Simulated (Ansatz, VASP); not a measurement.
# Two plane-wave programs on Pb3S2

```
CELL_PARAMETERS angstrom
2.04111 1.17844 9.46159
-2.04111 1.17844 9.46159
0.00000 -2.35687 9.46159
ATOMIC_POSITIONS crystal
Pb 0.00000 0.00000 0.00000
Pb 0.20950 0.20950 0.20950
Pb 0.79050 0.79050 0.79050
S 0.40000 0.40000 0.40000
S 0.60000 0.60000 0.60000
```

Alike in both runs: task single point; functional PBE; k mesh 6 × 6 × 6; occupations gaussian, width 0.1 eV; no spin polarisation.

|  | VASP | Ansatz |
| --- | --- | --- |
| version | VASP 6.6.1 | Ansatz 0.2.0 |
| potentials or method | VASP PAW PBE potentials, release 64 (Pb_d, S), cutoff 520 eV | scalar-relativistic, plane waves, PAW |
| valence electrons in the cell | 54 | 54 |

```csv
,VASP,Ansatz,Ansatz less VASP
gap on the k mesh at the Fermi level (eV),none,none,-
pressure (GPa),2.1,2.1,+0.06
"traceless stress, the component that is largest in VASP (GPa)",2.33,2.33,+0.003
rms of the force components (eV/Å),0.190,0.190,-0.0003
```

Atom by atom the forces differ by 0.000 eV/Å (rms over components). A gap of «none» marks a metal or a gap that the smearing closes.

Neither program's run includes spin-orbit coupling.
